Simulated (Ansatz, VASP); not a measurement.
CsAs2: VASP beside Ansatz

```
Cs As
1.0
     4.34505    0.00000    0.00000
     0.00000    4.34505    0.00000
     0.00000    0.00000    9.11864
Cs As
2 4
Direct
  0.50000 0.00000 0.28000
  0.00000 0.50000 0.72000
  0.00000 0.00000 0.00000
  0.50000 0.50000 0.00000
  0.50000 0.00000 0.64000
  0.00000 0.50000 0.36000
```

Alike in both runs: task single point; functional PBE; k mesh 4 × 4 × 2; occupations gaussian, width 0.1 eV; no spin polarisation.

|  | VASP | Ansatz |
| --- | --- | --- |
| version | VASP 6.6.1 | Ansatz 0.2.0 |
| potentials or method | VASP PAW PBE potentials, release 64 (Cs_sv, As), cutoff 520 eV | scalar-relativistic, plane waves, PAW |
| valence electrons in the cell | 38 | 78 |

Ansatz gave:

```
gap on the k mesh at the Fermi level (eV)                     : none
pressure (GPa)                                                : 4.3
traceless stress, the component that is largest in VASP (GPa) : 0.70
rms of the force components (eV/Å)                            : 0.130
```

Task: Which values does VASP return?

Result: gap on the k mesh at the Fermi level (eV): none; pressure (GPa): 4.5; traceless stress, the component that is largest in VASP (GPa): 0.64; rms of the force components (eV/Å): 0.134.

Atom by atom the forces differ by 0.009 eV/Å (rms over components). A gap of «none» marks a metal or a gap that the smearing closes. The functional is the same, so the differences come from potentials, cutoffs and numerics. VASP's potentials hold 38 valence electrons a cell and Ansatz's 78, so a difference there can come from the potentials and not from the codes.

The k mesh is coarse, so the values compare programs but aren't converged. Neither program's run includes spin-orbit coupling.
